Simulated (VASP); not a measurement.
# BN (P6_3/mmc) in VASP: notebook

The runs below take BN through single point, with BLYP, revPBE, LDA, r2SCAN.

Program: VASP 6.6.1. These are calculated values, not measurements. Logs are shortened: lines on timing, memory, paths and dates and some standing lists are left out, and cuts for length are marked.

## (1) The cell of the first run

Symmetry: P6_3/mmc, No. 194, hexagonal system. The conventional cell has a = 2.498 Å, b = 2.498 Å, c = 6.636 Å, α = 90.00°, β = 90.00°, γ = 120.00°. B (site symmetry -6m2) has 3 N at 1.44 Å within 1.9 Å. Within 1.9 Å of N (site symmetry -6m2) lie 3 B at 1.44 Å.

## (2) Single point, BLYP

File INCAR:

```
PREC = Accurate ; ENCUT = 520
EDIFF = 1E-7 ; ISMEAR = -1
SIGMA = 0.1 ; LREAL = F
LASPH = T ; NELM = 80
ALGO = Normal ; ISIF = 2
LWAVE = F ; LCHARG = F
GGA = B5 ; ALDAX = 1.0
AGGAX = 1.0 ; AGGAC = 1.0
ALDAC = 0.0 ; NBANDS = 16
```

File KPOINTS:

```
Automatic mesh
0
Gamma
  12 12 4
```

File POSCAR:

```
BN
1.0
    2.4982400000      0.0000000000      0.0000000000
   -1.2491200000      2.1635393048      0.0000000000
    0.0000000000      0.0000000000      6.6357000000
B N
2 2
Direct
    0.3333330000      0.6666670000      0.2500000000
    0.6666670000      0.3333330000      0.7500000000
    0.3333330000      0.6666670000      0.7500000000
    0.6666670000      0.3333330000      0.2500000000
```

Potentials or basis: VASP PAW PBE potentials, release 64 (B, N).

On the command line:

```sh
$ cat potpaw_PBE.64/B/POTCAR potpaw_PBE.64/N/POTCAR > POTCAR
$ mpirun -np 1 vasp_std > vasp.out
```

OUTCAR:

```text
PREC = Accurate
   ENCUT = 520
   EDIFF = 1E-7
   ISMEAR = -1
   LREAL = F
   LASPH = T
   NELM = 80
   ISIF = 2
   GGA = B5

 ion  position               nearest neighbor table
   1  0.333  0.667  0.250-   4 1.44   4 1.44   4 1.44
   2  0.667  0.333  0.750-   3 1.44   3 1.44   3 1.44
   3  0.333  0.667  0.750-   2 1.44   2 1.44   2 1.44
   4  0.667  0.333  0.250-   1 1.44   1 1.44   1 1.44

  LATTYP: Found a hexagonal cell.
 ALAT       =     2.4982400000
 C/A-ratio  =     2.6561499296

  Lattice vectors:

 A1 = (   2.4982400000,   0.0000000000,   0.0000000000)
 A2 = (  -1.2491200000,   2.1635393048,   0.0000000000)
 A3 = (   0.0000000000,   0.0000000000,   6.6357000000)

Analysis of symmetry for initial positions (statically):
=====================================================================
 Subroutine PRICEL returns:
 Original cell was already a primitive cell.

 Routine SETGRP: Setting up the symmetry group for a
 hexagonal supercell.

 Subroutine GETGRP returns: Found 24 space group operations
 (whereof 12 operations were pure point group operations)
 out of a pool of 24 trial point group operations.

The static configuration has the point symmetry D_3d.
 The point group associated with its full space group is D_6h.

Analysis of symmetry for dynamics (positions and initial velocities):
=====================================================================
 Subroutine PRICEL returns:
 Original cell was already a primitive cell.

 Routine SETGRP: Setting up the symmetry group for a
 hexagonal supercell.

 Subroutine GETGRP returns: Found 24 space group operations
 (whereof 12 operations were pure point group operations)
 out of a pool of 24 trial point group operations.

The dynamic configuration has the point symmetry D_3d.
 The point group associated with its full space group is D_6h.

 Subroutine INISYM returns: Found 24 space group operations
 (whereof 12 operations are pure point group operations),
 and found     1 'primitive' translations

----------------------------------------------------------------------------------------

                                     Primitive cell

  volume of cell :      35.8662

  direct lattice vectors                    reciprocal lattice vectors
     2.498240000  0.000000000  0.000000000     0.400281798  0.231102804  0.000000000
    -1.249120000  2.163539305  0.000000000     0.000000000  0.462205608  0.000000000
     0.000000000  0.000000000  6.635700000     0.000000000  0.000000000  0.150700002

  length of vectors
     2.498240000  2.498240000  6.635700000     0.462205608  0.462205608  0.150700002

[... 83 lines left out ...]
   NELM   =     80;   NELMIN=  2; NELMDL= -5     # of ELM steps
   EDIFF  = 0.1E-06   stopping-criterion for ELM
   LREAL  =      F    real-space projection
   EDIFFG = 0.1E-05   stopping-criterion for IOM
   NSW    =      0    number of steps for IOM
   IBRION =     -1    ionic relax: 0-MD 1-quasi-New 2-CG
   NFREE  =      0    steps in history (QN), initial steepest desc. (CG)
   ISIF   =      2    stress and relaxation
   ISYM   =      2    0-nonsym 1-usesym 2-fastsym
   POTIM  = 0.5000    time-step for ionic-motion
   TEBEG  =    0.0;   TEEND  =   0.0 temperature during run
   PSTRESS=    0.0 pullay stress
   NELECT =      16.0000    total number of electrons
   NUPDOWN=      -1.0000    fix difference up-down
   EMIN   =  10.00;   EMAX   =-10.00  energy-range for DOS
   EFERMI =   0.00;   METHOD = LEGACY
   ISMEAR =    -1;   SIGMA  =   0.10  broadening in eV -4-tet -1-fermi 0-gaus
   EFERMI_NEDOS =   21; number of points for ismear=-14 and -15
   IALGO  =     38    algorithm
   IMIX   =      4    mixing-type and parameters
     AMIX     =   0.40;   BMIX     =  1.00
     AMIX_MAG =   1.60;   BMIX_MAG =  1.00
  volume/ion in A,a.u.               =       8.97        60.51
  Fermi-wavevector in a.u.,A,eV,Ry     =   1.250891  2.363842 21.289433  1.564729
  Thomas-Fermi vector in A             =   2.384864
   LORBIT       =      0    0 simple, 1 ext, 2 COOP (PROOUT), +10 PAW based schemes
   GGA     = B5    functional components
   LHFCALC =     F    Hartree Fock is set to
   AEXX    =    0.0000 exact exchange contribution
   IVDW    =     0    specifies the selected vdW correction
   LEPSILON=     F    determine dielectric tensor
   LRPA    =     F    only Hartree local field effects (RPA)
 non-spin polarized calculation
  energy-cutoff  :      520.00
  volume of cell :       35.87
 maximum number of plane-waves:       985
 NGX is ok and might be reduce to    20
   NGX =  9   NGY =  9   NGZ = 25

 number of electron      15.9999997 magnetization

 Free energy of the ion-electron system (eV)
  ---------------------------------------------------
  ext. energy  EPLUGINS =         0.00000000
  ---------------------------------------------------
  free energy    TOTEN  =       -33.62844667 eV

  energy without entropy =      -33.62844667  energy(sigma->0) =      -33.62844667

 E-fermi :   4.8128     XC(G=0):  -9.6057

 val. band max:        2.6703693892   @ k =   0.3333   0.3333   0.5000
 cond. band min:       7.0351304059   @ k =   0.5000   0.0000   0.0000
 fundamental gap:      4.3647610168
 Fermi energy:         4.8127820476

 k-point     1 :       0.0000    0.0000    0.0000
  band No.  band energies     occupation
      1     -15.0822      2.00000
      2     -14.7868      2.00000
      3      -3.5272      2.00000
      4      -1.4060      2.00000
      5       1.2493      2.00000
      6       1.2494      2.00000
[... 433 lines left out ...]
      3      -4.2051      2.00000
      4      -4.1486      2.00000
      5      -0.9696      2.00000
      6      -0.9271      2.00000
[... 8 lines left out ...]
     15      19.5730      0.00000
     16      21.3247      0.00000

 [... further k-points ...]
[... 5 lines left out ...]
  --------------------------------------------------------------------------------------
  -------------------------------------------------------------------------------------
  Total        1.8472469      1.8472469      1.0498146      0.0000000      0.0000000      0.0000000
  in kB       82.5182162     82.5182162     46.8961813      0.0000000      0.0000000      0.0000000
  external PRESSURE =      70.6442046 kB  Pullay stress =       0.0000000 kB

 VOLUME and BASIS-vectors are now :
 -----------------------------------------------------------------------------
  energy-cutoff  :      520.00
  volume of cell :       35.87
      direct lattice vectors                 reciprocal lattice vectors
     2.498240000  0.000000000  0.000000000     0.400281798  0.231102804  0.000000000
    -1.249120000  2.163539305  0.000000000     0.000000000  0.462205608  0.000000000
     0.000000000  0.000000000  6.635700000     0.000000000  0.000000000  0.150700002

 POSITION                                       TOTAL-FORCE (eV/Angst)
 -----------------------------------------------------------------------------------
     -0.00000      1.44236      1.65892        -0.000000      0.000000      0.000000
      1.24912      0.72118      4.97677         0.000000     -0.000000      0.000000
     -0.00000      1.44236      4.97677        -0.000000      0.000000      0.000000
      1.24912      0.72118      1.65892         0.000000     -0.000000      0.000000
 -----------------------------------------------------------------------------------
    total drift:                                0.000139     -0.000080      0.000152

  FREE ENERGIE OF THE ION-ELECTRON SYSTEM (eV)
  ---------------------------------------------------
  free  energy   TOTEN  =       -33.6284466701 eV

  energy  without entropy=      -33.6284466699  energy(sigma->0) =      -33.62844667
```

OSZICAR:

```text
N       E                     dE             d eps       ncg     rms          rms(c)
DAV:   1     0.531451574170E+02    0.53145E+02   -0.81527E+03  1824   0.930E+02
DAV:   2    -0.344084534446E+02   -0.87554E+02   -0.79369E+02  2600   0.225E+02
DAV:   3    -0.377992110147E+02   -0.33908E+01   -0.33776E+01  2360   0.438E+01
DAV:   4    -0.378213168682E+02   -0.22106E-01   -0.22103E-01  2304   0.392E+00
DAV:   5    -0.378215237698E+02   -0.20690E-03   -0.20690E-03  2336   0.363E-01    0.120E+01
DAV:   6    -0.340297887642E+02    0.37917E+01   -0.65016E+00  2328   0.196E+01    0.503E+00
DAV:   7    -0.337281915523E+02    0.30160E+00   -0.69252E-01  2464   0.604E+00    0.323E+00
DAV:   8    -0.336349386186E+02    0.93253E-01   -0.29707E-01  2312   0.367E+00    0.536E-01
DAV:   9    -0.336281009109E+02    0.68377E-02   -0.18867E-02  2160   0.114E+00    0.221E-01
DAV:  10    -0.336284242841E+02   -0.32337E-03   -0.13445E-03  2192   0.293E-01    0.353E-02
DAV:  11    -0.336284406878E+02   -0.16404E-04   -0.54000E-05  2296   0.598E-02    0.182E-02
DAV:  12    -0.336284467234E+02   -0.60356E-05   -0.90243E-06  2104   0.233E-02    0.197E-03
DAV:  13    -0.336284466701E+02    0.53346E-07   -0.24120E-07  2456   0.390E-03
   1 F= -.33628447E+02 E0= -.33628447E+02  d E =-.162944E-09
```

Run time: 29 s. Hardware: 1 thread of AMD EPYC 7R13 (Zen 3), shared host; peak memory 0.13 GiB.

Results:

```yaml
Free_energy: -33.6284 eV
Pressure: 7.1 GPa
Band_gap_on_the_k_mesh: 4.36 eV, indirect (least direct gap 4.72 eV)
```

Caveat: the PAW data sets were made with another functional, which shifts forces and pressure a little; this functional lacks dispersion, which binds the layers, so the pressure and a relaxed spacing across them are unreliable. A k mesh can miss the band edges.

## (3) Single point, revPBE

File INCAR:

```
SYSTEM = BN
PREC = Accurate
ENCUT = 520
EDIFF = 1E-6
ISMEAR = -1
SIGMA = 0.1
LREAL = .False.
LASPH = .True.
NELM = 80
ALGO = Normal
ISIF = 2
LWAVE = .False.
LCHARG = .True.
GGA = RE
LELF = .True.
LVHAR = .True.
NBANDS = 16
```

File KPOINTS:

```
regular mesh
0
Gamma
  12 12 4
  0 0 0
```

POSCAR is that of step 2.

Potentials or basis: VASP PAW PBE potentials, release 64 (B, N).

On the command line:

```sh
$ cat potpaw_PBE.64/B/POTCAR potpaw_PBE.64/N/POTCAR > POTCAR
$ mpirun -np 1 vasp_std > vasp.out
```

OUTCAR:

```text
SYSTEM = BN
   PREC = Accurate
   ENCUT = 520
   EDIFF = 1E-6
   ISMEAR = -1
   LREAL = .False.
   LASPH = .True.
   NELM = 80
   ISIF = 2
   GGA = RE

 ion  position               nearest neighbor table
   1  0.333  0.667  0.250-   4 1.44   4 1.44   4 1.44
   2  0.667  0.333  0.750-   3 1.44   3 1.44   3 1.44
   3  0.333  0.667  0.750-   2 1.44   2 1.44   2 1.44
   4  0.667  0.333  0.250-   1 1.44   1 1.44   1 1.44

  LATTYP: Found a hexagonal cell.
 ALAT       =     2.4982400000
 C/A-ratio  =     2.6561499296

  Lattice vectors:

 A1 = (   2.4982400000,   0.0000000000,   0.0000000000)
 A2 = (  -1.2491200000,   2.1635393048,   0.0000000000)
 A3 = (   0.0000000000,   0.0000000000,   6.6357000000)

Analysis of symmetry for initial positions (statically):
=====================================================================
 Subroutine PRICEL returns:
 Original cell was already a primitive cell.

 Routine SETGRP: Setting up the symmetry group for a
 hexagonal supercell.

 Subroutine GETGRP returns: Found 24 space group operations
[... 166 lines left out ...]
  ---------------------------------------------------
  free energy    TOTEN  =       -33.91511628 eV

  energy without entropy =      -33.91511628  energy(sigma->0) =      -33.91511628

 E-fermi :   4.5745     XC(G=0):  -9.9080

 val. band max:        2.4035740206   @ k =   0.3333   0.3333   0.5000
 cond. band min:       6.7754450827   @ k =   0.5000   0.0000   0.0000
 fundamental gap:      4.3718710621
 Fermi energy:         4.5744914100

 k-point     1 :       0.0000    0.0000    0.0000
  band No.  band energies     occupation
      1     -15.4880      2.00000
      2     -15.2002      2.00000
      3      -3.7979      2.00000
      4      -1.7172      2.00000
      5       1.0976      2.00000
      6       1.0977      2.00000
[... 433 lines left out ...]
      3      -4.5055      2.00000
      4      -4.4485      2.00000
      5      -1.1679      2.00000
      6      -1.1251      2.00000
[... 8 lines left out ...]
     15      19.4267      0.00000
     16      21.1559      0.00000

 [... further k-points ...]
[... 5 lines left out ...]
  --------------------------------------------------------------------------------------
  -------------------------------------------------------------------------------------
  Total        2.2419797      2.2419797      0.9957300      0.0000000     -0.0000000      0.0000000
  in kB      100.1512941    100.1512941     44.4801765      0.0000000     -0.0000000      0.0000000
  external PRESSURE =      81.5942549 kB  Pullay stress =       0.0000000 kB

 VOLUME and BASIS-vectors are now :
 -----------------------------------------------------------------------------
  energy-cutoff  :      520.00
  volume of cell :       35.87
      direct lattice vectors                 reciprocal lattice vectors
     2.498240000  0.000000000  0.000000000     0.400281798  0.231102804  0.000000000
    -1.249120000  2.163539305  0.000000000     0.000000000  0.462205608  0.000000000
     0.000000000  0.000000000  6.635700000     0.000000000  0.000000000  0.150700002

 POSITION                                       TOTAL-FORCE (eV/Angst)
 -----------------------------------------------------------------------------------
     -0.00000      1.44236      1.65892         0.000000      0.000000      0.000000
      1.24912      0.72118      4.97677        -0.000000      0.000000      0.000000
     -0.00000      1.44236      4.97677         0.000000     -0.000000      0.000000
      1.24912      0.72118      1.65892        -0.000000      0.000000      0.000000
 -----------------------------------------------------------------------------------
    total drift:                                0.000137     -0.000079      0.000150

  FREE ENERGIE OF THE ION-ELECTRON SYSTEM (eV)
  ---------------------------------------------------
  free  energy   TOTEN  =       -33.9151162848 eV

  energy  without entropy=      -33.9151162847  energy(sigma->0) =      -33.91511628
```

stdout:

```text
POSCAR found type information on POSCAR B N
 POSCAR found :  2 types and       4 ions
 scaLAPACK will be used
 -----------------------------------------------------------------------------
|                                                                             |
|                                                                             |
|     You enforced a specific xc type in the INCAR file but a different       |
|     I HOPE YOU KNOW WHAT YOU ARE DOING!                                     |
|                                                                             |
 -----------------------------------------------------------------------------

 LDA part: xc-table for (Slater+PW92), standard interpolation
 POSCAR, INCAR and KPOINTS ok, starting setup
 FFT: planning ... GRIDC
 FFT: planning ... GRID_SOFT
 FFT: planning ... GRID
 WAVECAR not read
 entering main loop
```

Wall time 22 s (1 thread of AMD EPYC 7R13 (Zen 3), shared host); peak memory 0.13 GiB.

What came out:

```
Free energy            : -33.9151 eV
Pressure               : 8.2 GPa
Band gap on the k mesh : 4.37 eV, indirect (least direct gap 4.72 eV)
```

Levels at points of the mesh, in eV from the valence-band top:
```csv
k point,band 5,band 6,band 7,band 8,band 9,band 10,band 11,band 12
"(0.00, 0.00, 0.00)",-1.31,-1.31,-1.27,-1.27,5.47,10.52,11.64,11.64
"(0.50, 0.00, 0.00)",-4.14,-4.08,-1.43,-0.44,4.37,5.71,9.64,10.04
"(0.00, 0.00, 0.50)",-1.29,-1.29,-1.29,-1.29,7.82,7.82,11.70,11.70
"(0.50, 0.00, 0.50)",-4.11,-4.11,-0.92,-0.92,4.83,4.83,10.00,10.00
```

Caveat: the PAW data sets were made with another functional, which shifts forces and pressure a little; this functional lacks dispersion, which binds the layers, so the pressure and a relaxed spacing across them are unreliable. A k mesh can miss the band edges.

## (4) Single point, LDA

File INCAR:

```
SYSTEM = BN
ALGO = Normal ; EDIFF = 1E-6
ENCUT = 520 ; ISIF = 2
ISMEAR = -1 ; LASPH = .True.
LCHARG = .False. ; LREAL = .False.
LWAVE = .False. ; NBANDS = 16
NELM = 60 ; PREC = Accurate
SIGMA = 0.1
```

File KPOINTS:

```
k-points
0
Gamma
  12 12 4
  0 0 0
```

POSCAR is that of step 3.

Potentials or basis: VASP PAW LDA potentials, release 64 (B, N).

On the command line:

```sh
$ cat potpaw_LDA.64/B/POTCAR potpaw_LDA.64/N/POTCAR > POTCAR
$ mpirun -np 1 vasp_std > vasp.out
```

Run time: 20 s. Hardware: 1 thread of AMD EPYC 7R13 (Zen 3), shared host; peak memory 0.11 GiB.

Results (log left out):

```yaml
Free_energy: -38.5771 eV
Pressure: -2.5 GPa
Band_gap_on_the_k_mesh: 4.09 eV, indirect (least direct gap 4.51 eV)
```

Stress tensor (GPa, compression positive):
```
-3.39  0.00  0.00
 0.00 -3.39  0.00
 0.00  0.00 -0.73
```

Levels at points of the mesh, in eV from the valence-band top:
```csv
k point,band 4,band 5,band 6,band 7,band 8,band 9,band 10,band 11,band 12,band 13
"(0.00, 0.00, 0.00)",-4.15,-1.33,-1.33,-1.30,-1.30,4.94,10.06,11.49,11.49,11.61
"(0.50, 0.00, 0.00)",-8.83,-4.17,-4.10,-1.49,-0.44,4.09,5.54,9.53,10.01,12.31
"(0.00, 0.00, 0.50)",-5.39,-1.31,-1.31,-1.31,-1.31,7.37,7.37,11.55,11.55,11.55
"(0.50, 0.00, 0.50)",-8.87,-4.14,-4.14,-0.94,-0.94,4.57,4.57,9.97,9.97,13.23
```

A k mesh can miss the band edges. Expect the measured gap to be larger: semilocal functionals such as LDA lack the derivative discontinuity.

[end of part 1 of 2]
